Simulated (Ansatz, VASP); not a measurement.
## One calculation of BAs, two programs

Contents of POSCAR:

```
BAs
1.0
    0.0000000000      2.4353452264      2.4353452264
    2.4353452264      0.0000000000      2.4353452264
    2.4353452264      2.4353452264      0.0000000000
As B
1 1
Direct
    0.7500000000      0.7500000000      0.7500000000
    0.0000000000      0.0000000000      0.0000000000
```

The input INCAR.step1:

```
SYSTEM = BAs
PREC = Accurate
ENCUT = 520
EDIFF = 1E-5
ISMEAR = -1
SIGMA = 0.05
LREAL = .False.
LASPH = .True.
NELM = 80
ALGO = Normal
ISIF = 2
LWAVE = .True.
LCHARG = .False.
GGA = PE
NBANDS = 11
```

File INCAR.step2:

```
SYSTEM = BAs
PREC = Accurate
ENCUT = 520
EDIFF = 1E-7
ISMEAR = -1
SIGMA = 0.05
LREAL = .False.
LASPH = .True.
NELM = 80
ALGO = Normal
ISIF = 2
LWAVE = .False.
LCHARG = .False.
GGA = B5
LHFCALC = .True.
AEXX = 0.2
AGGAX = 0.72
AGGAC = 0.81
ALDAC = 0.19
PRECFOCK = Normal
ISTART = 1
NBANDS = 11
```

The input KPOINTS:

```
Automatic mesh
0
Gamma
  5 5 5
  0 0 0
```

The input input.yaml:

```yaml
crystal:
  lattice:
    - [0.0, 2.4353452264, 2.4353452264]
    - [2.4353452264, 0.0, 2.4353452264]
    - [2.4353452264, 2.4353452264, 0.0]
  atoms:
    - { symbol: As, position: [0.75, 0.75, 0.75] }
    - { symbol: B, position: [0.0, 0.0, 0.0] }
hamiltonian:
  xc: b3lyp5
  pseudopotentials: { kind: paw }
kpoints:
  mp_grid: { grid: [5, 5, 5] }
scf:
  occupations: { method: fermi_dirac, width: 0.05 }
output:
  forces: true
  stress: true
  eigenvalues: true
  write_density: true
  write_potential: true
  elf: true
  volumetric_format: npy
```

Alike in both runs: task single point; functional B3LYP5; k mesh 5 × 5 × 5; occupations fermi-dirac, width 0.05 eV; no spin polarisation.

|  | VASP | Ansatz |
| --- | --- | --- |
| version | VASP 6.6.1 | Ansatz 0.2.0 |
| potentials or method | VASP PAW PBE potentials, release 64 (As, B) | Ansatz PAW |
| plane-wave cutoff (eV) | 520 | 420 |
| valence electrons in the cell | 8 | 18 |

|  | VASP | Ansatz | Ansatz less VASP |
| --- | --- | --- | --- |
| gap on the k mesh at the Fermi level (eV) | 2.57 | 2.53 | -0.037 |
| least direct gap on the mesh (eV) | 4.56 | 4.52 | -0.035 |
| pressure (GPa) | -3.3 | -3.5 | -0.16 |

VASP's potentials were made for PBE, not for B3LYP5. The functional is the same, so the differences come from potentials, cutoffs and numerics. VASP's potentials hold 8 valence electrons a cell and Ansatz's 18, so a difference there can come from the potentials and not from the codes.

The k mesh is coarse, so the values compare programs but aren't converged. Noted on Ansatz's run: odd divisions of the mesh miss points on the zone boundary, where band edges often lie, so the gap on the mesh can be too wide.
